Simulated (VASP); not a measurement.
Pd:

```
Pd
1.0
     0.00000    1.97371    1.97371
     1.97371    0.00000    1.97371
     1.97371    1.97371    0.00000
Pd
1
Cartesian
  0.0000 0.0000 0.0000
```

Base run:

* Program: VASP 6.6.1
* Functional: PBE
* Potentials or basis: VASP PAW PBE potentials, release 64 (Pd)
* Cutoff: 500 eV
* k mesh: 14 × 14 × 14
* Occupations: methfessel-paxton, width 0.3 eV
* Spin: collinear spin
* Starting moments: [0.288] μB

Its results: pressure -0.4 GPa; net moment 0.31 μB per cell; site moments Pd +0.31 μB.

Problem. The run is repeated on the same cell with these changes: occupations from methfessel-paxton, width 0.3 eV to methfessel-paxton, width 0.1 eV. What comes out?

Solution. Pressure -0.2 GPa; net moment 0.47 μB per cell; site moments Pd +0.47 μB.

Caveats: so wide a smearing shifts energies and pressures (at least some runs).
